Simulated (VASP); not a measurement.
Wanted: the native input for a VASP 6.6.1 run.

```
Task                   : single point
Functional             : PBEsol
Potentials or basis    : VASP PAW PBE potentials, release 64 (Ti_sv)
Cutoff                 : 520 eV
k mesh                 : 12 × 12 × 14
Occupations            : gaussian, width 0.15 eV
Spin                   : no spin polarisation
Dipole correction      : no
Further INCAR settings : ALGO = Fast; EDIFF = 1e-06; NBANDS = 25
```

The structure of Ti lies in POSCAR:

```
Ti
1.0
    4.6233000000      0.0000000000      0.0000000000
   -2.3116500000      4.0038952493      0.0000000000
    0.0000000000      0.0000000000      2.8823000000
Ti
3
Direct
    0.0000000000      0.0000000000      0.0000000000
    0.3333333333      0.6666666667      0.5000000000
    0.6666666667      0.3333333333      0.5000000000
```

This isn't the form of Ti at room conditions, which is hcp.

One way to write it, as run:

INCAR

```
SYSTEM = Ti
ALGO     = Fast           ! electronic algorithm
EDIFF    = 1E-6           ! SCF threshold, eV
ENCUT    = 520            ! plane-wave cutoff, eV
GGA      = PS             ! functional
ISIF     = 2              ! what is computed and relaxed
ISMEAR   = 0              ! smearing method
LASPH    = .TRUE.         ! aspherical terms in the spheres
LCHARG   = .TRUE.         ! write CHGCAR
LELF     = .TRUE.         ! ELF
LREAL    = .FALSE.        ! projectors in reciprocal space
LVHAR    = .TRUE.       
LWAVE    = .FALSE.        ! write WAVECAR
NBANDS   = 25             ! bands
NELM     = 60             ! most SCF steps
PREC     = Accurate       ! precision mode
SIGMA    = 0.15           ! smearing width, eV
```

KPOINTS

```
k-points
0
G
  12 12 14
  0 0 0
```

Potentials or basis: VASP PAW PBE potentials, release 64 (Ti_sv).

Command:

```console
$ cat potpaw_PBE.64/Ti_sv/POTCAR > POTCAR
$ mpirun -np 1 vasp_std > vasp.out
```

It gave:

```json
{
  "Pressure": "-8.2 GPa",
  "Band gap on the k mesh": "zero (bands 18 and 19 overlap by 0.26 eV)"
}
```

Caveat: the cell stands under tension; the PAW data sets were made with another functional, which shifts forces and pressure a little.

Run time: 12 min on 1 thread of Intel(R) Xeon(R) Platinum 8259CL CPU @ 2.50GHz (Skylake/Cascade Lake) (shared host), peak memory 0.28 GiB.
